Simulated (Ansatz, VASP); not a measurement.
# Two plane-wave programs on C

INCAR

```
ALGO = Normal ; EDIFF = 1E-6
EDIFFG = -0.02 ; ENCUT = 600
GGA = PE ; IBRION = 2
ISIF = 3 ; ISMEAR = 0
IVDW = 12 ; LASPH = True
LCHARG = False ; LREAL = False
LWAVE = False ; NELM = 100
NSW = 90 ; PREC = Accurate
SIGMA = 0.1
```

Contents of KPOINTS:

```
k-points
0
Gamma
  18 18 6
```

Contents of POSCAR:

```
C
1.0
    1.2280479700     -2.1270618200      0.0000000000
    1.2280479700      2.1270618200      0.0000000000
    0.0000000000      0.0000000000      7.1732677600
C
4
Direct
    0.0833794600      0.9166205400      0.7531376000
    0.5833794600      0.4166205400      0.2468624000
    0.9166205400      0.0833794600      0.2468624000
    0.4166205400      0.5833794600      0.7531376000
```

Input for Ansatz:

```yaml
crystal:
  lattice:
    - [1.22804797, -2.12706182, 0.0]
    - [1.22804797, 2.12706182, 0.0]
    - [0.0, 0.0, 7.17326776]
  atoms:
    - { symbol: C, position: [0.08337946, 0.91662054, 0.7531376] }
    - { symbol: C, position: [0.58337946, 0.41662054, 0.2468624] }
    - { symbol: C, position: [0.91662054, 0.08337946, 0.2468624] }
    - { symbol: C, position: [0.41662054, 0.58337946, 0.7531376] }
basis:
  ecutwfc: 420
kpoints:
  mp_grid: { grid: [18, 18, 6] }
hamiltonian:
  xc: pbe
  dispersion: d3bj
scf:
  occupations: { method: gaussian, width: 0.1 }
output:
  forces: true
  stress: true
  eigenvalues: true
relax:
  adjacent_minimum: "off"
  f_tol: 0.02
  max_steps: 70
  cell: { stress_tol: 0.1 }
```

Alike in both runs: task relaxation of cell and atoms; functional PBE; dispersion D3(BJ); k mesh 18 × 18 × 6; occupations gaussian, width 0.1 eV; no spin polarisation.

|  | VASP | Ansatz |
| --- | --- | --- |
| version | VASP 6.6.1 | Ansatz 0.2.0 |
| potentials or method | VASP PAW PBE potentials, release 64 (C), cutoff 600 eV | scalar-relativistic, plane waves, PAW |
| valence electrons in the cell | 16 | 16 |

Ansatz gave:

```
relaxed volume (Å³/atom)                                        : 8.95
relaxed length of the cell vector where the two differ most in proportion (Å) : 6.807
```

Problem. Which values does VASP return?

Solution. Relaxed volume (Å³/atom): 8.87; relaxed length of the cell vector where the two differ most in proportion (Å): 6.745.
